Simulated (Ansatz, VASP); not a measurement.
**Two plane-wave programs on As**

```
CELL_PARAMETERS angstrom
2.72911 0.00000 0.00000
0.00000 2.72911 0.00000
0.00000 0.00000 2.72911
ATOMIC_POSITIONS crystal
As 0.00000 0.00000 0.00000
```

Change from the starting cell: volume scaled by 1, norm-conserving files.

Alike in both runs: task single point; functional PBE; k mesh 15 × 15 × 15; occupations fermi-dirac, width 0.08 eV; no spin polarisation.

```csv
,VASP,Ansatz
version,VASP 6.6.1,Ansatz 0.2.0
potentials or method,"VASP PAW PBE potentials, release 64 (As)","norm-conserving pseudopotentials, scalar-relativistic"
plane-wave cutoff (eV),500,1143
valence electrons in the cell,5,15
```

```tsv
	VASP	Ansatz	Ansatz less VASP
pressure (GPa)	0.1	0.0	-0.15
```

VASP's potentials hold 5 valence electrons a cell and Ansatz's 15, so a difference there can come from the potentials and not from the codes.
